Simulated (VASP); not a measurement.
**BN (zincblende type): single point with PBE**

Crystal: BN (zincblende type).

```xyz
2
Lattice="0.0000 1.7215 1.7215 1.7215 0.0000 1.7215 1.7215 1.7215 0.0000" Properties=species:S:1:pos:R:3 pbc="T T T"
B     0.0000    0.0000    0.0000
N     0.8607    0.8607    0.8607
```

```json
{
  "Program": "VASP 6.6.1",
  "Task": "single point",
  "Functional": "PBE",
  "Potentials or basis": "VASP PAW PBE potentials, release 64 (B, N)",
  "Cutoff": "520 eV",
  "k mesh": "16 × 16 × 16",
  "Occupations": "fermi-dirac, width 0.05 eV",
  "Spin": "no spin polarisation",
  "Dipole correction": "no",
  "Further INCAR settings": "ALGO = Normal; EDIFF = 1e-06; NBANDS = 11"
}
```

```
Pressure               : 76.7 GPa
Band gap on the k mesh : 4.60 eV, indirect (least direct gap 9.52 eV)
```

Levels at points of the mesh, in eV from the valence-band top:
```csv
k point,band 1,band 2,band 3,band 4,band 5,band 6,band 7,band 8
"(0.00, 0.00, 0.00)",-21.99,0.00,0.00,0.00,9.52,9.52,9.52,12.83
"(0.50, 0.00, 0.00)",-17.05,-12.12,-2.23,-2.23,11.51,11.51,12.14,16.76
"(0.50, 0.50, 0.00)",-15.47,-9.93,-5.67,-5.67,4.60,10.04,20.28,20.28
```

Run time: 9.9 s on 1 thread of Intel(R) Xeon(R) Platinum 8488C (Sapphire Rapids), with other jobs on the host, peak memory 0.12 GiB.

A k mesh can miss the band edges.
